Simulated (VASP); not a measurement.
A run of VASP 6.6.1 is set up as follows.

The input INCAR:

```
ALGO = Normal
EDIFF = 1E-6
ENCUT = 520
GGA = PE
ISIF = 2
ISMEAR = 0
ISPIN = 2
LASPH = True
LCHARG = False
LMAXMIX = 4
LORBIT = 11
LREAL = False
LWAVE = False
MAGMOM = 1.88 1.88 1.88 1.88
NBANDS = 30
NELM = 150
PREC = Accurate
SIGMA = 0.1
```

Contents of KPOINTS:

```
k-points
0
Gamma
  24 24 8
```

File POSCAR:

```
Co
1.0
    2.4417631154      0.0000000000      0.0000000000
   -1.2208815577      2.1146288880      0.0000000000
    0.0000000000      0.0000000000      8.1845307221
Co
4
Direct
    0.0000000000      0.0000000000      0.0000000000
    0.3333333333      0.6666666667      0.2500000000
    0.0000000000      0.0000000000      0.5000000000
    0.6666666667      0.3333333333      0.7500000000
```

Potentials or basis: VASP PAW PBE potentials, release 64 (Co).

Command:

```console
$ cat potpaw_PBE.64/Co/POTCAR > POTCAR
$ mpirun -np 1 vasp_std > vasp.out
```

(1) Predict the net moment.

(2) What does it give for the site moments?

(3) Estimate the pressure.

Results:

(1) 6.48 μB per cell.

(2) Co +1.62, +1.64 (each value once) μB.

(3) 6.4 GPa.

Caveat: the cell differs from its parent crystal (biaxial strain in the a-b plane: -2.0 %, then relaxed in part); the cell stands under pressure.
